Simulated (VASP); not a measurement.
# GeSb3O2 (P6/mmm) in VASP: further runs

The runs below take GeSb3O2 through single point, with PBE.

Everything below comes from runs of VASP 6.6.1. Logs are shortened: lines on timing, memory, paths and dates and some standing lists are left out, and cuts for length are marked.

## (1) The cell of the first run

It takes space group P6/mmm (No. 191, hexagonal). The conventional cell has a = 6.172 Å, b = 6.172 Å, c = 5.237 Å, α = 90.00°, β = 90.00°, γ = 120.00°. Within 2.5 Å of Ge (site symmetry 6/mmm) lie 2 O at 1.90 Å. Sb (site symmetry mmm) has 4 Sb at 3.09 Å and 4 O at 3.17 Å and 4 Ge at 4.05 Å within 4.1 Å. Within 2.0 Å of O (site symmetry 6mm) lie 1 O at 1.44 Å and 1 Ge at 1.90 Å.

The cell was built from a structure type or drawn by symmetry, and may not be a known phase.

## (2) Single point, PBE

The input, INCAR:

```
  PREC = Accurate
  ENCUT = 600
  EDIFF = 1E-6
  ISMEAR = 0
  SIGMA = 0.1
  LREAL = False
  LASPH = True
  NELM = 120
  ALGO = Normal
  ISIF = 2
  LWAVE = False
  LCHARG = False
  GGA = PE
  NBANDS = 44
  GGA_COMPAT = False
```

The input, KPOINTS:

```
Automatic mesh
0
Gamma
  6 6 4
```

The input, POSCAR:

```
GeSb3O2
1.0
    6.1715662668     -0.0000000034      0.0000000000
   -3.0857831305      5.3447331699      0.0000000000
    0.0000000000      0.0000000000      5.2366515356
Ge Sb O
1 3 2
Direct
    0.0000000000      0.0000000000      0.0000000000
    0.5000000000      0.0000000000      0.5000000000
    0.0000000000      0.5000000000      0.5000000000
    0.5000000000      0.5000000000      0.5000000000
    0.0000000000      0.0000000000      0.3629839756
    0.0000000000      0.0000000000      0.6370160244
```

Potentials or basis: VASP PAW PBE potentials, release 64 (Ge_d, Sb_d_GW, O).

Run with:

```sh
$ cat potpaw_PBE.64/Ge_d/POTCAR potpaw_PBE.64/Sb_d_GW/POTCAR potpaw_PBE.64/O/POTCAR > POTCAR
$ mpirun -np 1 vasp_std > vasp.out
```

OUTCAR:

```text
PREC = Accurate
   ENCUT = 600
   EDIFF = 1E-6
   ISMEAR = 0
   LREAL = False
   LASPH = True
   NELM = 120
   ISIF = 2
   GGA = PE

 ion  position               nearest neighbor table
   1  0.000  0.000  0.000-   5 1.90   6 1.90
   2  0.500  0.000  0.500-   3 3.09   3 3.09   4 3.09   4 3.09
   3  0.000  0.500  0.500-   2 3.09   2 3.09   4 3.09   4 3.09
   4  0.500  0.500  0.500-   3 3.09   3 3.09   2 3.09   2 3.09
   5  0.000  0.000  0.363-   6 1.44   1 1.90
   6  0.000  0.000  0.637-   5 1.44   1 1.90

  LATTYP: Found a hexagonal cell.
 ALAT       =     6.1715662668
 C/A-ratio  =     0.8485125670

  Lattice vectors:

 A1 = (   6.1715662668,  -0.0000000034,   0.0000000000)
 A2 = (  -3.0857831305,   5.3447331699,   0.0000000000)
 A3 = (   0.0000000000,   0.0000000000,   5.2366515356)

Analysis of symmetry for initial positions (statically):
=====================================================================
 Subroutine PRICEL returns:
 Original cell was already a primitive cell.

 Routine SETGRP: Setting up the symmetry group for a
 hexagonal supercell.

 Subroutine GETGRP returns: Found 24 space group operations
 (whereof 24 operations were pure point group operations)
 out of a pool of 24 trial point group operations.

The static configuration has the point symmetry D_6h.

Analysis of symmetry for dynamics (positions and initial velocities):
=====================================================================
 Subroutine PRICEL returns:
 Original cell was already a primitive cell.

 Routine SETGRP: Setting up the symmetry group for a
 hexagonal supercell.

 Subroutine GETGRP returns: Found 24 space group operations
 (whereof 24 operations were pure point group operations)
 out of a pool of 24 trial point group operations.

The dynamic configuration has the point symmetry D_6h.

 Subroutine INISYM returns: Found 24 space group operations
 (whereof 24 operations are pure point group operations),
 and found     1 'primitive' translations

----------------------------------------------------------------------------------------

                                     Primitive cell

  volume of cell :     172.7329

  direct lattice vectors                    reciprocal lattice vectors
     6.171566267 -0.000000003  0.000000000     0.162033422  0.093550040  0.000000000
    -3.085783130  5.344733170  0.000000000     0.000000000  0.187100079  0.000000000
     0.000000000  0.000000000  5.236651536     0.000000000  0.000000000  0.190961723

  length of vectors
     6.171566267  6.171566267  5.236651536     0.187100079  0.187100079  0.190961723

  position of ions in fractional coordinates (direct lattice)
     0.000000000  0.000000000  0.000000000
     0.500000000  0.000000000  0.500000000
     0.000000000  0.500000000  0.500000000
     0.500000000  0.500000000  0.500000000
     0.000000000  0.000000000  0.362983976
     0.000000000  0.000000000  0.637016024

  ion indices of the primitive-cell ions
   primitive index   ion index
                 1           1
                 2           2
                 3           3
                 4           4
                 5           5
                 6           6

----------------------------------------------------------------------------------------

 KPOINTS: Automatic mesh

Automatic generation of k-mesh.
 Grid dimensions read from file:
 generate k-points for:    6    6    4

 Generating k-lattice:

  Cartesian coordinates                     Fractional coordinates (reciprocal lattice)
     0.027005570  0.015591673  0.000000000     0.166666667  0.000000000  0.000000000
     0.000000000  0.031183347  0.000000000     0.000000000  0.166666667  0.000000000
     0.000000000  0.000000000  0.047740431     0.000000000  0.000000000  0.250000000

  Length of vectors
     0.031183347  0.031183347  0.047740431

  Shift w.r.t. Gamma in fractional coordinates (k-lattice)
     0.000000000  0.000000000  0.000000000

 Subroutine IBZKPT returns following result:
 ===========================================

 Found     21 irreducible k-points:

 Following reciprocal coordinates:
            Coordinates               Weight
  0.000000  0.000000  0.000000      1.000000
  0.166667  0.000000  0.000000      6.000000
  0.333333 -0.000000  0.000000      6.000000
  0.500000 -0.000000  0.000000      3.000000
  0.166667  0.166667  0.000000      6.000000
  0.333333  0.166667  0.000000     12.000000
[... 13 lines left out ...]
  0.333333  0.166667  0.500000     12.000000
  0.333333  0.333333  0.500000      2.000000
   k-points           NKPTS =     21   k-points in BZ     NKDIM =     21   number of bands    NBANDS=     44
   number of dos      NEDOS =    301   number of ions     NIONS =      6
   total plane-waves  NPLWV = 105000
   dimension x,y,z NGX =    50 NGY =   50 NGZ =   42
   dimension x,y,z NGXF=   100 NGYF=  100 NGZF=   84
   ions per type =               1   3   2
   NGX,Y,Z   is equivalent  to a cutoff of  13.47, 13.47, 13.33 a.u.
   NGXF,Y,Z  is equivalent  to a cutoff of  26.94, 26.94, 26.67 a.u.
 SYSTEM =  unknown system
   PREC   = accura    normal or accurate (medium, high low for compatibility)
   ISTART =      0    job   : 0-new  1-cont  2-samecut
   ICHARG =      2    charge: 1-file 2-atom 10-const
   ISPIN  =      1    spin polarized calculation?
   LNONCOLLINEAR =      F non collinear calculations
   LSORBIT =      F    spin-orbit coupling
   LASPH  =      T    aspherical Exc in radial PAW
   ENCUT  =  600.0 eV  44.10 Ry    6.64 a.u.  12.33 12.33 10.46*2*pi/ulx,y,z
   NELM   =    120;   NELMIN=  2; NELMDL= -5     # of ELM steps
   EDIFF  = 0.1E-05   stopping-criterion for ELM
   LREAL  =      F    real-space projection
   EDIFFG = 0.1E-04   stopping-criterion for IOM
   NSW    =      0    number of steps for IOM
   IBRION =     -1    ionic relax: 0-MD 1-quasi-New 2-CG
   NFREE  =      0    steps in history (QN), initial steepest desc. (CG)
   ISIF   =      2    stress and relaxation
   ISYM   =      2    0-nonsym 1-usesym 2-fastsym
   POTIM  = 0.5000    time-step for ionic-motion
   TEBEG  =    0.0;   TEEND  =   0.0 temperature during run
   PSTRESS=    0.0 pullay stress
   NELECT =      71.0000    total number of electrons
   NUPDOWN=      -1.0000    fix difference up-down
   EMIN   =  10.00;   EMAX   =-10.00  energy-range for DOS
   EFERMI =   0.00;   METHOD = LEGACY
   ISMEAR =     0;   SIGMA  =   0.10  broadening in eV -4-tet -1-fermi 0-gaus
   EFERMI_NEDOS =   21; number of points for ismear=-14 and -15
   IALGO  =     38    algorithm
   IMIX   =      4    mixing-type and parameters
     AMIX     =   0.40;   BMIX     =  1.00
     AMIX_MAG =   1.60;   BMIX_MAG =  1.00
  volume/ion in A,a.u.               =      28.79       194.28
  Fermi-wavevector in a.u.,A,eV,Ry     =   1.217220  2.300213 20.158741  1.481626
  Thomas-Fermi vector in A             =   2.352548
   LORBIT       =      0    0 simple, 1 ext, 2 COOP (PROOUT), +10 PAW based schemes
   GGA     = PE    functional components
   LHFCALC =     F    Hartree Fock is set to
   AEXX    =    0.0000 exact exchange contribution
   IVDW    =     0    specifies the selected vdW correction
   LEPSILON=     F    determine dielectric tensor
   LRPA    =     F    only Hartree local field effects (RPA)
 non-spin polarized calculation
 Gauss-broadening in eV      SIGMA  =   0.10
  energy-cutoff  :      600.00
  volume of cell :      172.73
 maximum number of plane-waves:      5793
 NGX is ok and might be reduce to    50
   NGX = 25   NGY = 25   NGZ = 21

 number of electron      71.0000027 magnetization

 Free energy of the ion-electron system (eV)
  ---------------------------------------------------
  ext. energy  EPLUGINS =         0.00000000
  ---------------------------------------------------
  free energy    TOTEN  =       -23.51073116 eV

  energy without entropy =      -23.48981145  energy(sigma->0) =      -23.50027131

 E-fermi :   2.7944     XC(G=0):  -8.5917

 val. band max:        2.7271251825   @ k =   0.5000  -0.0000   0.0000
 cond. band min:       2.7947802631   @ k =   0.3333   0.1667   0.0000
 fundamental gap:      0.0676550807
 Fermi energy:         2.7944442598

 k-point     1 :       0.0000    0.0000    0.0000
  band No.  band energies     occupation
      1     -26.5140      2.00000
      2     -26.5005      2.00000
      3     -26.5005      2.00000
      4     -26.4232      2.00000
      5     -26.4204      2.00000
      6     -26.4112      2.00000
[... 36 lines left out ...]
     43       8.1617      0.00000
     44       8.6254      0.00000

 k-point     2 :       0.1667    0.0000    0.0000
  band No.  band energies     occupation
      1     -26.5069      2.00000
      2     -26.4962      2.00000
      3     -26.4885      2.00000
      4     -26.4199      2.00000
      5     -26.4181      2.00000
      6     -26.4104      2.00000
[... 36 lines left out ...]
     43       7.2368      0.00000
     44       8.3150      0.00000

 k-point     3 :       0.3333   -0.0000    0.0000
  band No.  band energies     occupation
      1     -26.5016      2.00000
      2     -26.4726      2.00000
      3     -26.4560      2.00000
      4     -26.4151      2.00000
      5     -26.4115      2.00000
      6     -26.4095      2.00000
[... 36 lines left out ...]
     43       6.9141      0.00000
     44       7.9409      0.00000

 k-point     4 :       0.5000   -0.0000    0.0000
  band No.  band energies     occupation
      1     -26.5003      2.00000
      2     -26.4491      2.00000
      3     -26.4229      2.00000
      4     -26.4213      2.00000
      5     -26.4142      2.00000
      6     -26.3991      2.00000
[... 741 lines left out ...]
     43       7.3468      0.00000
     44       7.7509      0.00000

 k-point    20 :       0.3333    0.1667    0.5000
  band No.  band energies     occupation
      1     -26.4907      2.00000
      2     -26.4639      2.00000
      3     -26.4302      2.00000
      4     -26.4225      2.00000
      5     -26.4113      2.00000
      6     -26.4035      2.00000
[... 36 lines left out ...]
     43       7.0669      0.00000
     44       8.4032      0.00000

 k-point    21 :       0.3333    0.3333    0.5000
  band No.  band energies     occupation
      1     -26.4753      2.00000
      2     -26.4512      2.00000
      3     -26.4512      2.00000
      4     -26.4151      2.00000
      5     -26.4151      2.00000
      6     -26.4052      2.00000
[... 36 lines left out ...]
     43       7.2154      0.00000
     44       8.6597      0.00000

------------------------ aborting loop because EDIFF is reached ----------------------------------------

  FORCE on cell =-STRESS in cart. coord.  units (eV):
  Direction    XX          YY          ZZ          XY          YZ          ZX
  --------------------------------------------------------------------------------------
  -------------------------------------------------------------------------------------
  Total       -0.3239830     -0.3239830     -0.2027964      0.0000000     -0.0000000      0.0000000
  in kB       -3.0050914     -3.0050914     -1.8810300      0.0000000     -0.0000000      0.0000000
  external PRESSURE =      -2.6304043 kB  Pullay stress =       0.0000000 kB

 VOLUME and BASIS-vectors are now :
 -----------------------------------------------------------------------------
  energy-cutoff  :      600.00
  volume of cell :      172.73
      direct lattice vectors                 reciprocal lattice vectors
     6.171566267 -0.000000003  0.000000000     0.162033422  0.093550040  0.000000000
    -3.085783130  5.344733170  0.000000000     0.000000000  0.187100079  0.000000000
     0.000000000  0.000000000  5.236651536     0.000000000  0.000000000  0.190961723

 POSITION                                       TOTAL-FORCE (eV/Angst)
 -----------------------------------------------------------------------------------
      0.00000      0.00000      0.00000         0.000000     -0.000000      0.000000
      3.08578     -0.00000      2.61833         0.000000     -0.000000      0.000000
     -1.54289      2.67237      2.61833         0.000000     -0.000000      0.000000
      1.54289      2.67237      2.61833         0.000000     -0.000000      0.000000
      0.00000      0.00000      1.90082        -0.000000      0.000000     -0.159367
      0.00000      0.00000      3.33583        -0.000000     -0.000000      0.159367
 -----------------------------------------------------------------------------------
    total drift:                                0.000000      0.000000      0.000000

  FREE ENERGIE OF THE ION-ELECTRON SYSTEM (eV)
  ---------------------------------------------------
  free  energy   TOTEN  =       -23.5107311637 eV

  energy  without entropy=      -23.4898114547  energy(sigma->0) =      -23.50027131
```

It took 3 min on 1 thread of Intel Xeon 6975P-C (Granite Rapids), shared host; peak memory 0.45 GiB.

Results:

```yaml
Free_energy: -23.5107 eV
Pressure: -0.3 GPa
Largest_force: 0.159 eV/Å
Band_gap_on_the_k_mesh: zero (an odd number of electrons rules out a gap without spin polarisation)
```

Forces in eV/Å, atoms in the order of the input:
```
Ge   0.000  0.000  0.000
Sb   0.000  0.000  0.000
Sb   0.000  0.000  0.000
Sb   0.000  0.000  0.000
O    0.000  0.000 -0.159
O    0.000  0.000  0.159
```

Levels at points of the mesh, in eV from the Fermi level:
| k point | band 32 | band 33 | band 34 | band 35 | band 36 | band 37 | band 38 | band 39 |
| --- | --- | --- | --- | --- | --- | --- | --- | --- |
| (0.00, 0.00, 0.00) | -2.19 | -2.19 | -1.54 | -1.54 | 0.64 | 0.66 | 0.66 | 0.80 |
| (0.50, 0.00, 0.00) | -2.28 | -0.76 | -0.69 | -0.21 | -0.07 | 0.15 | 0.21 | 0.25 |
| (0.00, 0.00, 0.50) | -3.14 | -2.75 | -1.47 | -1.47 | 0.04 | 0.04 | 1.45 | 1.45 |
| (0.50, 0.00, 0.50) | -3.29 | -1.37 | -1.30 | -0.11 | 0.09 | 0.16 | 0.24 | 0.82 |

Caveat: spin-orbit coupling is left out, which moves the levels of the heavy elements; an odd number of electrons without spin polarisation forces a metal; a magnetic or distorted state may lie lower.

## (3) Single point, PBE

This run uses another cell than the first one, of 20.34 Å³/atom.

The input, INCAR:

```
SYSTEM = GeSb3O2
PREC     = Accurate       ! precision mode
ENCUT    = 600            ! plane-wave cutoff, eV
EDIFF    = 1E-6           ! SCF threshold, eV
ISMEAR   = 0              ! smearing method
SIGMA    = 0.1            ! smearing width, eV
LREAL    = .FALSE.        ! projectors in reciprocal space
LASPH    = .TRUE.         ! aspherical terms in the spheres
NELM     = 120            ! most SCF steps
ALGO     = Normal         ! electronic algorithm
ISIF     = 2              ! what is computed and relaxed
LWAVE    = .FALSE.        ! write WAVECAR
LCHARG   = .FALSE.        ! write CHGCAR
GGA      = PE             ! functional
NBANDS   = 44             ! bands
GGA_COMPAT= .FALSE.
```

The input, KPOINTS:

```
Automatic mesh
0
G
  6 6 4
  0 0 0
```

The input, POSCAR:

```
GeSb3O2
1.0
    5.3071689100      0.0000000000      0.0000000000
   -2.6535844500      4.5961430900      0.0000000000
    0.0000000000      0.0000000000      5.0029626000
Ge Sb O
1 3 2
Direct
    0.0000000000      0.0000000000      0.0000000000
    0.5000000000      0.0000000000      0.5000000000
    0.0000000000      0.5000000000      0.5000000000
    0.5000000000      0.5000000000      0.5000000000
    0.0000000000      0.0000000000      0.3769231900
    0.0000000000      0.0000000000      0.6230768100
```

Potentials or basis: VASP PAW PBE potentials, release 64 (Ge_d, Sb_d_GW, O).

Run with:

```sh
$ cat potpaw_PBE.64/Ge_d/POTCAR potpaw_PBE.64/Sb_d_GW/POTCAR potpaw_PBE.64/O/POTCAR > POTCAR
$ mpirun -np 1 vasp_std > vasp.out
```

It took 2.5 min on 1 thread of AMD EPYC 7R13 (Zen 3), shared host; peak memory 0.3 GiB.

Results (log left out):

```
Free energy            : -19.1001 eV
Pressure               : 34.0 GPa
Largest force          : 6.551 eV/Å
Band gap on the k mesh : zero (an odd number of electrons rules out a gap without spin polarisation)
```

Forces on the atoms (eV/Å):
```
Ge   0.000  0.000  0.000
Sb   0.000  0.000  0.000
Sb   0.000  0.000  0.000
Sb   0.000  0.000  0.000
O    0.000  0.000 -6.551
O    0.000  0.000  6.551
```

Stress tensor (GPa, compression positive):
```
39.53  0.00  0.00
 0.00 39.53  0.00
 0.00  0.00 23.01
```

Levels at points of the mesh, in eV from the Fermi level:
```
           k point  band 32  band 33  band 34  band 35  band 36  band 37  band 38  band 39
(0.00, 0.00, 0.00)    -2.44    -2.44    -1.63    -1.63     0.78     0.78     1.34     1.34
(0.50, 0.00, 0.00)    -2.71    -1.22    -0.69    -0.56    -0.07     0.35     1.33     1.88
(0.00, 0.00, 0.50)    -3.43    -3.43    -1.48    -1.48     0.35     0.35     1.83     1.83
(0.50, 0.00, 0.50)    -3.80    -1.84    -1.04     0.03     0.71     1.27     2.10     2.37
```

Caveat: the standard files for N, O and F lose accuracy on very short bonds; the cell stands under pressure; spin-orbit coupling is left out, which moves the levels of the heavy elements; an odd number of electrons without spin polarisation forces a metal; a magnetic or distorted state may lie lower.
